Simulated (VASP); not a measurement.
**C: single point with PBE+D3(BJ)**

The system is C.

```
CELL_PARAMETERS angstrom
2.46488 0.00000 0.00000
-1.23244 2.13465 0.00000
0.00000 0.00000 20.60609
ATOMIC_POSITIONS crystal
C 0.63117 0.29783 0.95199
C 0.66667 0.33333 0.45201
C 0.66667 0.33333 0.77932
C 0.66667 0.33333 0.27934
C 0.00000 0.00000 0.61567
C 0.33333 0.66667 0.27932
C 0.00000 0.00000 0.11567
C 0.66667 0.33333 0.61567
C 0.33333 0.66667 0.77934
C 0.33333 0.66667 0.11567
C 0.33333 0.66667 0.45199
C 0.33333 0.66667 0.95201
```

This cell differs from its parent crystal: atom 1 (C) moved +0.087 Å towards its neighbour atom 1 (C) at 2.465 Å.

| Quantity | Value |
| --- | --- |
| Program | VASP 6.6.1 |
| Task | single point |
| Functional | PBE |
| Dispersion | D3(BJ) |
| Potentials or basis | VASP PAW PBE potentials, release 64 (C) |
| Cutoff | 520 eV |
| k mesh | 18 × 18 × 2 |
| Occupations | gaussian, width 0.15 eV |
| Spin | no spin polarisation |
| Dipole correction | no |
| Further INCAR settings | ALGO = Normal; EDIFF = 1e-06; NBANDS = 36 |

```yaml
Pressure: 1.0 GPa
Largest_force: 4.752 eV/Å
Band_gap_on_the_k_mesh: zero (filled and empty bands touch)
Dispersion_energy_per_atom: -0.152 eV
```

Forces in eV/Å, atoms in the order of the input:
```
C    1.936  4.340  0.000
C    0.000  0.000 -0.001
C    0.010  0.023 -0.001
C    0.000  0.000  0.001
C    0.000  0.000  0.000
C    0.000  0.000 -0.001
C    0.000  0.004  0.000
C    0.000  0.000  0.001
C   -0.009 -0.022  0.000
C   -0.001 -0.007  0.003
C    0.000  0.000  0.000
C   -1.937 -4.339 -0.002
```

Stress tensor (GPa, compression positive):
```
 0.08 -0.70 -0.01
-0.70  2.98 -0.02
-0.01 -0.02 -0.08
```

Levels at points of the mesh, in eV from the Fermi level:
```
           k point  band 20  band 21  band 22  band 23  band 24  band 25  band 26  band 27  band 28  band 29
(0.00, 0.00, 0.00)    -3.01    -3.01    -3.00    -3.00    -1.63     4.10     5.15     5.44     6.66     7.85
(0.50, 0.00, 0.00)    -2.69    -2.55    -2.28    -2.18    -2.01     1.33     1.50     1.65     1.89     2.12
(0.00, 0.50, 0.00)    -2.56    -2.46    -2.23    -2.04    -1.67     0.76     1.33     1.58     1.79     1.91
(0.50, 0.50, 0.00)    -2.61    -2.54    -2.24    -2.11    -1.99     1.33     1.37     1.61     1.88     2.01
(0.00, 0.00, 0.50)    -3.01    -3.01    -3.00    -3.00    -1.63     4.41     4.42     6.57     6.58     6.66
(0.50, 0.00, 0.50)    -2.72    -2.47    -2.37    -2.13    -2.02     1.33     1.49     1.71     1.82     2.15
(0.00, 0.50, 0.50)    -2.62    -2.38    -2.28    -2.02    -1.67     0.76     1.33     1.62     1.72     1.97
(0.50, 0.50, 0.50)    -2.72    -2.38    -2.38    -2.04    -2.02     1.33     1.35     1.71     1.72     2.15
```

It took 11 min on 1 thread of Intel(R) Xeon(R) 6975P-C (Granite Rapids), with other jobs on the host, peak memory 0.82 GiB.

Caveat: the cell differs from its parent crystal (atom 1 (C) moved +0.087 Å towards its neighbour atom 1 (C) at 2.465 Å); forces of over 1 eV/Å act on the atoms, so gaps and moduli don't describe the material at rest.
